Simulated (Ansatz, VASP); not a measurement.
**Two plane-wave programs on Cd3Te2Se**

```
CELL_PARAMETERS angstrom
4.58280 0.00000 0.00000
-2.29140 3.96882 0.00000
0.00000 0.00000 11.21911
ATOMIC_POSITIONS crystal
Cd 0.00000 0.00000 0.99945
Cd 0.33333 0.66667 0.65386
Cd 0.66667 0.33333 0.34615
Te 0.00000 0.00000 0.74511
Te 0.66667 0.33333 0.09070
Se 0.33333 0.66667 0.41473
```

Alike in both runs: functional PBE; k mesh 12 × 12 × 4; occupations gaussian, width 0.01 eV; no spin polarisation.

Ansatz relaxed the structure, and its values are those at the end. VASP's run is a single point on that final structure, the one shown.

```csv
,VASP,Ansatz
version,VASP 6.6.1,Ansatz 0.2.0
potentials or method,"VASP PAW PBE potentials, release 64 (Cd, Te, Se), cutoff 520 eV","scalar-relativistic, plane waves, PAW"
valence electrons in the cell,54,108
```

|  | VASP | Ansatz | Ansatz less VASP |
| --- | --- | --- | --- |
| gap on the k mesh at the Fermi level (eV) | 0.25 | 0.25 | +0.004 |
| least direct gap on the mesh (eV) | 0.25 | 0.25 | +0.004 |
| pressure (GPa) | 0.1 | 0.0 | -0.14 |
| rms of the force components (eV/Å) | 0.004 | 0.000 | -0.0032 |

With one functional, cell and mesh, what is left measures potentials, basis and numerics. VASP's potentials hold 54 valence electrons a cell and Ansatz's 108, so a difference there can come from the potentials and not from the codes.

Neither program's run includes spin-orbit coupling.
